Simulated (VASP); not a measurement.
Crystal: BN (Qingsongite).

```
CELL_PARAMETERS angstrom
0.00000 1.80750 1.80750
1.80750 0.00000 1.80750
1.80750 1.80750 0.00000
ATOMIC_POSITIONS crystal
B 0.00000 0.00000 0.00000
N 0.25000 0.25000 0.25000
```

- Program: VASP 6.6.1
- Task: relaxation of cell and atoms
- Functional: RPBE
- Potentials or basis: VASP PAW PBE potentials, release 64 (B, N)
- Cutoff: 600 eV
- k mesh: 10 × 10 × 10
- Occupations: gaussian, width 0.01 eV
- Spin: no spin polarisation

At the start: pressure 9.0 GPa; volume 5.91 Å³/atom.

Task: Where does the relaxation end?

Result: Over 3 steps the energy falls by 3.9 meV/atom and the volume is 6.05 Å³/atom (+2.4 %); space group F-43m (No. 216, to 0.05 Å).

Step by step:
| step | energy change (eV) | largest force (eV/Å) | pressure (GPa) | volume (Å³) |
| --- | --- | --- | --- | --- |
| 1 | 0.0000 | 0.0000 | 8.96 | 11.81 |
| 2 | -0.0003 | 0.0000 | -8.12 | 12.38 |
| 3 | -0.0078 | 0.0000 | -0.02 | 12.10 |

Final structure:
```
B N
1.0
     0.00000    1.82195    1.82195
     1.82195    0.00000    1.82195
     1.82195    1.82195    0.00000
B N
1 1
Direct
  0.00000 0.00000 0.00000
  0.25000 0.25000 0.25000
```

Caveat: the PAW data sets were made with another functional, which shifts forces and pressure a little.
